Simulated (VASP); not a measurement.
# CaF2 (Fm-3m) in VASP: further runs

CaF2 is run at these levels: LDA; tasks: single point.

Everything below comes from runs of VASP 6.6.1. Logs are shortened: lines on timing, memory, paths and dates and some standing lists are left out, and cuts for length are marked.

### Step 1. The cell of the first run

Symmetry: Fm-3m, No. 225, cubic system. The conventional cell has a = 5.462 Å, b = 5.462 Å, c = 5.462 Å, α = 90.00°, β = 90.00°, γ = 90.00°. Within 3.1 Å of Ca (site symmetry m-3m) lie 8 F at 2.37 Å. F (site symmetry -43m) has 4 Ca at 2.37 Å and 6 F at 2.73 Å within 3.1 Å.

### Step 2. Single point, LDA

File INCAR:

```
ALGO = Normal ; EDIFF = 1E-6
ENCUT = 600 ; GGA = CA
GGA_COMPAT = False ; ISIF = 2
ISMEAR = 0 ; LASPH = True
LCHARG = True ; LELF = True
LREAL = False ; LVHAR = True
LWAVE = False ; NBANDS = 19
NELM = 120 ; PREC = Accurate
SIGMA = 0.1
```

File KPOINTS:

```
k-points
0
Gamma
  6 6 6
```

File POSCAR:

```
CaF2
1.0
    0.0000000000      2.7310000000      2.7310000000
    2.7310000000      0.0000000000      2.7310000000
    2.7310000000      2.7310000000      0.0000000000
Ca F
1 2
Direct
    0.0000000000      0.0000000000      0.0000000000
    0.2500000000      0.2500000000      0.2500000000
    0.7500000000      0.7500000000      0.7500000000
```

Potentials or basis: VASP PAW LDA potentials, release 64 (Ca_sv, F).

Run with:

```bash
$ cat potpaw_LDA.64/Ca_sv/POTCAR potpaw_LDA.64/F/POTCAR > POTCAR
$ mpirun -np 1 vasp_std > vasp.out
```

OUTCAR:

```text
EDIFF = 1E-6
   ENCUT = 600
   GGA = CA
   ISIF = 2
   ISMEAR = 0
   LASPH = True
   LREAL = False
   NELM = 120
   PREC = Accurate

 ion  position               nearest neighbor table
   1  0.000  0.000  0.000-   3 2.37   3 2.37   3 2.37   2 2.37   3 2.37   2 2.37   2 2.37   2 2.37

   2  0.250  0.250  0.250-   1 2.37   1 2.37   1 2.37   1 2.37
   3  0.750  0.750  0.750-   1 2.37   1 2.37   1 2.37   1 2.37

  LATTYP: Found a face centered cubic cell.
 ALAT       =     5.4620000000

  Lattice vectors:

 A1 = (   0.0000000000,   2.7310000000,   2.7310000000)
 A2 = (   2.7310000000,   0.0000000000,   2.7310000000)
 A3 = (   2.7310000000,   2.7310000000,   0.0000000000)

Analysis of symmetry for initial positions (statically):
=====================================================================
 Subroutine PRICEL returns:
 Original cell was already a primitive cell.

 Routine SETGRP: Setting up the symmetry group for a
 face centered cubic supercell.

 Subroutine GETGRP returns: Found 48 space group operations
 (whereof 48 operations were pure point group operations)
 out of a pool of 48 trial point group operations.

The static configuration has the point symmetry O_h .

Analysis of symmetry for dynamics (positions and initial velocities):
=====================================================================
 Subroutine PRICEL returns:
 Original cell was already a primitive cell.

 Routine SETGRP: Setting up the symmetry group for a
 face centered cubic supercell.

 Subroutine GETGRP returns: Found 48 space group operations
 (whereof 48 operations were pure point group operations)
 out of a pool of 48 trial point group operations.

The dynamic configuration has the point symmetry O_h .

 Subroutine INISYM returns: Found 48 space group operations
 (whereof 48 operations are pure point group operations),
 and found     1 'primitive' translations

----------------------------------------------------------------------------------------

                                     Primitive cell

  volume of cell :      40.7376

  direct lattice vectors                    reciprocal lattice vectors
     0.000000000  2.731000000  2.731000000    -0.183083120  0.183083120  0.183083120
     2.731000000  0.000000000  2.731000000     0.183083120 -0.183083120  0.183083120
[... 74 lines left out ...]
   LSORBIT =      F    spin-orbit coupling
   LASPH  =      T    aspherical Exc in radial PAW
   ENCUT  =  600.0 eV  44.10 Ry    6.64 a.u.   7.71  7.71  7.71*2*pi/ulx,y,z
   NELM   =    120;   NELMIN=  2; NELMDL= -5     # of ELM steps
   EDIFF  = 0.1E-05   stopping-criterion for ELM
   LREAL  =      F    real-space projection
   EDIFFG = 0.1E-04   stopping-criterion for IOM
   NSW    =      0    number of steps for IOM
   IBRION =     -1    ionic relax: 0-MD 1-quasi-New 2-CG
   NFREE  =      0    steps in history (QN), initial steepest desc. (CG)
   ISIF   =      2    stress and relaxation
   ISYM   =      2    0-nonsym 1-usesym 2-fastsym
   POTIM  = 0.5000    time-step for ionic-motion
   TEBEG  =    0.0;   TEEND  =   0.0 temperature during run
   PSTRESS=    0.0 pullay stress
   NELECT =      24.0000    total number of electrons
   NUPDOWN=      -1.0000    fix difference up-down
   EMIN   =  10.00;   EMAX   =-10.00  energy-range for DOS
   EFERMI =   0.00;   METHOD = LEGACY
   ISMEAR =     0;   SIGMA  =   0.10  broadening in eV -4-tet -1-fermi 0-gaus
   EFERMI_NEDOS =   21; number of points for ismear=-14 and -15
   IALGO  =     38    algorithm
   IMIX   =      4    mixing-type and parameters
     AMIX     =   0.40;   BMIX     =  1.00
     AMIX_MAG =   1.60;   BMIX_MAG =  1.00
  volume/ion in A,a.u.               =      13.58        91.64
  Fermi-wavevector in a.u.,A,eV,Ry     =   1.372398  2.593457 25.626266  1.883477
  Thomas-Fermi vector in A             =   2.498009
   LORBIT       =      0    0 simple, 1 ext, 2 COOP (PROOUT), +10 PAW based schemes
   GGA     = CA    functional components
   LHFCALC =     F    Hartree Fock is set to
   AEXX    =    0.0000 exact exchange contribution
   IVDW    =     0    specifies the selected vdW correction
   LEPSILON=     F    determine dielectric tensor
   LRPA    =     F    only Hartree local field effects (RPA)
 non-spin polarized calculation
 Gauss-broadening in eV      SIGMA  =   0.10
  energy-cutoff  :      600.00
  volume of cell :       40.74
 maximum number of plane-waves:      1380
   NGX = 15   NGY = 15   NGZ = 15

 number of electron      23.9999989 magnetization

 Free energy of the ion-electron system (eV)
  ---------------------------------------------------
  ext. energy  EPLUGINS =         0.00000000
  ---------------------------------------------------
  free energy    TOTEN  =       -18.96221812 eV

  energy without entropy =      -18.96221812  energy(sigma->0) =      -18.96221812

 E-fermi :  -0.9105     XC(G=0): -10.3717

 val. band max:       -1.3616424683   @ k =   0.5000   0.5000   0.0000
 cond. band min:       5.5439172213   @ k =   0.0000   0.0000   0.0000
 fundamental gap:      6.9055596895
 Fermi energy:        -0.9104971604

 k-point     1 :       0.0000    0.0000    0.0000
  band No.  band energies     occupation
      1     -36.7928      2.00000
      2     -20.8916      2.00000
      3     -20.0725      2.00000
      4     -18.0344      2.00000
      5     -18.0344      2.00000
      6     -18.0344      2.00000
[... 329 lines left out ...]
      6     -17.4672      2.00000
[... 11 lines left out ...]
     18      12.9046      0.00000
     19      12.9116      0.00000

------------------------ aborting loop because EDIFF is reached ----------------------------------------

  FORCE on cell =-STRESS in cart. coord.  units (eV):
  Direction    XX          YY          ZZ          XY          YZ          ZX
  --------------------------------------------------------------------------------------
  -------------------------------------------------------------------------------------
  Total       -1.5667918     -1.5667918     -1.5667918      0.0000000     -0.0000000      0.0000000
  in kB      -61.6207207    -61.6207207    -61.6207207      0.0000000     -0.0000000      0.0000000
  external PRESSURE =     -61.6207207 kB  Pullay stress =       0.0000000 kB

 VOLUME and BASIS-vectors are now :
 -----------------------------------------------------------------------------
  energy-cutoff  :      600.00
  volume of cell :       40.74
      direct lattice vectors                 reciprocal lattice vectors
     0.000000000  2.731000000  2.731000000    -0.183083120  0.183083120  0.183083120
     2.731000000  0.000000000  2.731000000     0.183083120 -0.183083120  0.183083120
     2.731000000  2.731000000  0.000000000     0.183083120  0.183083120 -0.183083120

 POSITION                                       TOTAL-FORCE (eV/Angst)
 -----------------------------------------------------------------------------------
      0.00000      0.00000      0.00000         0.000000     -0.000000     -0.000000
      1.36550      1.36550      1.36550         0.000000      0.000000      0.000000
      4.09650      4.09650      4.09650        -0.000000     -0.000000     -0.000000
 -----------------------------------------------------------------------------------
    total drift:                                0.000000     -0.000000      0.000000

  FREE ENERGIE OF THE ION-ELECTRON SYSTEM (eV)
  ---------------------------------------------------
  free  energy   TOTEN  =       -18.9622181226 eV

  energy  without entropy=      -18.9622181225  energy(sigma->0) =      -18.96221812
```

stdout:

```text
POSCAR found type information on POSCAR CaF
 POSCAR found :  2 types and       3 ions
 scaLAPACK will be used
 LDA part: xc-table for (Slater(with rela. corr.)+CA(PZ))
 , standard interpolation
 POSCAR, INCAR and KPOINTS ok, starting setup
 FFT: planning ... GRIDC
 FFT: planning ... GRID_SOFT
 FFT: planning ... GRID
 WAVECAR not read
 entering main loop
```

Wall time 11 s (1 thread of Intel Xeon Platinum 8375C at 2.90GHz (Ice Lake), shared host); peak memory 0.15 GiB.

What came out:

- Free energy: -18.9622 eV
- Pressure: -6.2 GPa
- Band gap on the k mesh: 6.91 eV (least direct gap 7.17 eV)

Levels at points of the mesh, in eV from the valence-band top:
```tsv
k point	band 8	band 9	band 10	band 11	band 12	band 13	band 14	band 15	band 16	band 17
(0.00, 0.00, 0.00)	-2.17	-2.17	-0.26	-0.26	-0.26	6.91	9.03	9.03	11.20	11.20
(0.50, 0.00, 0.00)	-1.56	-1.33	-1.28	-0.85	-0.85	9.26	9.26	9.65	10.30	10.92
(0.50, 0.50, 0.00)	-1.68	-1.68	-0.38	-0.38	0.00	7.87	9.42	10.01	10.83	10.83
```

Caveat: the cell stands under tension. A k mesh can miss the band edges.

### Step 3. Single point, LDA

This run uses another cell than the first one, of 14.12 Å³/atom.

File INCAR:

```
PREC     = Accurate       # precision mode
ENCUT    = 600            # plane-wave cutoff, eV
EDIFF    = 1E-6           # SCF threshold, eV
ISMEAR   = 0              # smearing method
SIGMA    = 0.1            # smearing width, eV
LREAL    = False          # projectors in reciprocal space
LASPH    = True           # aspherical terms in the spheres
NELM     = 120            # most SCF steps
ALGO     = Normal         # electronic algorithm
ISIF     = 2              # what is computed and relaxed
LWAVE    = False          # write WAVECAR
LCHARG   = False          # write CHGCAR
GGA      = CA             # functional
NBANDS   = 19             # bands
GGA_COMPAT= False
```

File KPOINTS:

```
regular mesh
0
Gamma
  6 6 6
```

File POSCAR:

```
CaF2
1.0
    0.0000000000      2.7669383318      2.7669383318
    2.7669383318      0.0000000000      2.7669383318
    2.7669383318      2.7669383318      0.0000000000
Ca F
1 2
Direct
    0.0000000000      0.0000000000      0.0000000000
    0.2500000000      0.2500000000      0.2500000000
    0.7500000000      0.7500000000      0.7500000000
```

Potentials or basis: VASP PAW LDA potentials, release 64 (Ca_sv, F).

Run with:

```bash
$ cat potpaw_LDA.64/Ca_sv/POTCAR potpaw_LDA.64/F/POTCAR > POTCAR
$ mpirun -np 1 vasp_std > vasp.out
```

Run time: 11 s. Hardware: 1 thread of Intel Xeon Platinum 8375C at 2.90GHz (Ice Lake), shared host; peak memory 0.15 GiB.

The run converged. Its results:

| Quantity | Value |
| --- | --- |
| Free energy | -18.8897 eV |
| Pressure | -8.7 GPa |
| Band gap on the k mesh | 6.68 eV (least direct gap 6.94 eV) |

Levels at points of the mesh, in eV from the valence-band top:
```
           k point  band 8  band 9  band 10  band 11  band 12  band 13  band 14  band 15  band 16  band 17
(0.00, 0.00, 0.00)   -2.05   -2.05    -0.25    -0.25    -0.25     6.68     8.89     8.89    10.89    10.89
(0.50, 0.00, 0.00)   -1.47   -1.29    -1.23    -0.83    -0.83     9.09     9.09     9.40    10.11    10.64
(0.50, 0.50, 0.00)   -1.63   -1.63    -0.35    -0.35     0.00     7.76     9.20     9.80    10.57    10.57
```

Caveat: the cell stands under tension. A k mesh can miss the band edges.

### Step 4. Single point, LDA

This run uses another cell than the first one, of 14.67 Å³/atom.

File INCAR:

```
PREC = Accurate
ENCUT = 600
EDIFF = 1E-6
ISMEAR = 0
SIGMA = 0.1
LREAL = False
LASPH = True
NELM = 120
ALGO = Normal
ISIF = 2
LWAVE = False
LCHARG = False
NBANDS = 19
GGA_COMPAT = False
```

File KPOINTS:

```
Automatic mesh
0
Gamma
  6 6 6
```

File POSCAR:

```
CaF2
1.0
    0.0000000000      2.8019665862      2.8019665862
    2.8019665862      0.0000000000      2.8019665862
    2.8019665862      2.8019665862      0.0000000000
Ca F
1 2
Direct
    0.0000000000      0.0000000000      0.0000000000
    0.2500000000      0.2500000000      0.2500000000
    0.7500000000      0.7500000000      0.7500000000
```

Run with:

```bash
$ cat potpaw_LDA.64/Ca_sv/POTCAR potpaw_LDA.64/F/POTCAR > POTCAR
$ mpirun -np 1 vasp_std > vasp.out
```

Wall time 11 s (1 thread of Intel Xeon Platinum 8375C at 2.90GHz (Ice Lake), shared host); peak memory 0.15 GiB.

Results (log left out):

```yaml
Free_energy: -18.7937 eV
Pressure: -10.8 GPa
Band_gap_on_the_k_mesh: 6.47 eV (least direct gap 6.72 eV)
```

Levels at points of the mesh, in eV from the valence-band top:
| k point | band 10 | band 11 | band 12 | band 13 | band 14 | band 15 |
| --- | --- | --- | --- | --- | --- | --- |
| (0.00, 0.00, 0.00) | -0.25 | -0.25 | -0.25 | 6.47 | 8.74 | 8.74 |
| (0.50, 0.00, 0.00) | -1.18 | -0.80 | -0.80 | 8.92 | 8.92 | 9.16 |
| (0.50, 0.50, 0.00) | -0.33 | -0.33 | 0.00 | 7.66 | 8.99 | 9.60 |

Caveat: the cell stands under tension. A k mesh can miss the band edges.

### Step 5. Overview

```csv
cell,gap on the mesh (eV),pressure (GPa)
"a = 3.862 Å, angles 60.0°, 3 atoms",6.91,-6.2
"a = 3.913 Å, angles 60.0°, 3 atoms",6.68,-8.7
"a = 3.963 Å, angles 60.0°, 3 atoms",6.47,-10.8
```

Alike in all rows: task single point; level LDA; potentials or basis VASP PAW LDA potentials, release 64 (Ca_sv, F); no spin polarisation; k mesh 6 × 6 × 6; cutoff (eV) 600; smearing gaussian 0.1 eV.

Caveats: the cell stands under tension.

Total energies depend on the potentials used, so only differences within one code and one set of settings carry meaning.
